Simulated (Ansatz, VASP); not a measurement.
## Two plane-wave programs on CaO

POSCAR

```
CaO
1.0
    0.0000000000      2.3975473901      2.3975473901
    2.3975473901      0.0000000000      2.3975473901
    2.3975473901      2.3975473901      0.0000000000
Ca O
1 1
Direct
    0.0000000000      0.0000000000      0.0000000000
    0.5000000000      0.5000000000      0.5000000000
```

The input INCAR.step1:

```
SYSTEM = CaO
PREC = Accurate
ENCUT = 520
EDIFF = 1E-5
ISMEAR = 0
SIGMA = 0.01
LREAL = .False.
LASPH = .True.
NELM = 100
ALGO = Normal
ISIF = 2
LWAVE = .True.
LCHARG = .False.
NBANDS = 15
GGA = PE
```

INCAR.step2

```
SYSTEM = CaO
PREC = Accurate
ENCUT = 520
EDIFF = 1E-6
ISMEAR = 0
SIGMA = 0.01
LREAL = .False.
LASPH = .True.
NELM = 100
ALGO = Normal
ISIF = 2
LWAVE = .False.
LCHARG = .False.
GGA = PE
LHFCALC = .True.
HFSCREEN = 0.2079
PRECFOCK = Normal
NBANDS = 15
ISTART = 1
```

Contents of KPOINTS:

```
regular mesh
0
Gamma
  6 6 6
  0 0 0
```

Input for Ansatz:

```yaml
crystal:
  lattice:
    - [0.0, 2.3975473901, 2.3975473901]
    - [2.3975473901, 0.0, 2.3975473901]
    - [2.3975473901, 2.3975473901, 0.0]
  atoms:
    - { symbol: Ca, position: [0.0, 0.0, 0.0] }
    - { symbol: O, position: [0.5, 0.5, 0.5] }
kpoints:
  mp_grid: { grid: [6, 6, 6] }
  band_path:
    path:
      - [0.0, 0.0, 0.0]
      - [0.5, 0.0, 0.5]
      - [0.625, 0.25, 0.625]
      - [0.375, 0.375, 0.75]
      - [0.5, 0.5, 0.5]
      - [0.5, 0.25, 0.75]
      - [0.0, 0.5, 0.5]
    npoints: 1
hamiltonian:
  xc: hse06
scf:
  occupations: { method: fixed }
  n_extra_bands: 4
output:
  forces: true
  stress: true
  eigenvalues: true
```

Alike in both runs: task single point; functional HSE06; k mesh 6 × 6 × 6; no spin polarisation.

|  | VASP | Ansatz |
| --- | --- | --- |
| version | VASP 6.6.1 | Ansatz 0.2.0 |
| potentials or method | VASP PAW PBE potentials, release 64 (Ca_sv, O) | plane waves, PAW |
| plane-wave cutoff (eV) | 520 | 420 |
| occupations | gaussian, width 0.01 eV | fixed |
| valence electrons in the cell | 16 | 16 |

```csv
,VASP,Ansatz,Ansatz less VASP
gap on the k mesh at the Fermi level (eV),5.29,5.31,+0.018
pressure (GPa),1.0,0.2,-0.74
```

Ansatz's warnings: stress exchange threshold loose, stress scf threshold loose.
